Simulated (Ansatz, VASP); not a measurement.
## Two plane-wave programs on Cd2HgTe3

```
Cd Hg Te
1.0
     4.68910    0.00000    0.00000
    -2.34455    4.06088    0.00000
     0.00000    0.00000   11.46309
Cd Hg Te
2 1 3
Cartesian
  0.0000 0.0000 0.0076
  2.3445 1.3536 3.8205
  0.0000 2.7073 7.6422
  0.0000 0.0000 8.6071
  0.0000 2.7073 4.7633
  2.3445 1.3536 0.9512
```

Alike in both runs: functional PBE; k mesh 6 × 6 × 2; occupations gaussian, width 0.1 eV; no spin polarisation.

Ansatz relaxed the structure, and its values are those at the end. VASP's run is a single point on that final structure, the one shown.

|  | VASP | Ansatz |
| --- | --- | --- |
| version | VASP 6.6.1 | Ansatz 0.2.0 |
| potentials or method | VASP PAW PBE potentials, release 64 (Cd, Hg, Te), cutoff 520 eV | scalar-relativistic, plane waves, PAW |
| valence electrons in the cell | 54 | 108 |

VASP gave:

```
gap on the k mesh at the Fermi level (eV) : none
pressure (GPa)                            : 0.2
rms of the force components (eV/Å)        : 0.003
```

What did Ansatz give for the same quantities?

gap on the k mesh at the Fermi level (eV): none; pressure (GPa): 0.1; rms of the force components (eV/Å): 0.003.

A gap of «none» marks a metal or a gap that the smearing closes. The functional is the same, so the differences come from potentials, cutoffs and numerics. VASP's potentials hold 54 valence electrons a cell and Ansatz's 108, so a difference there can come from the potentials and not from the codes.

Spin-orbit coupling is off throughout.
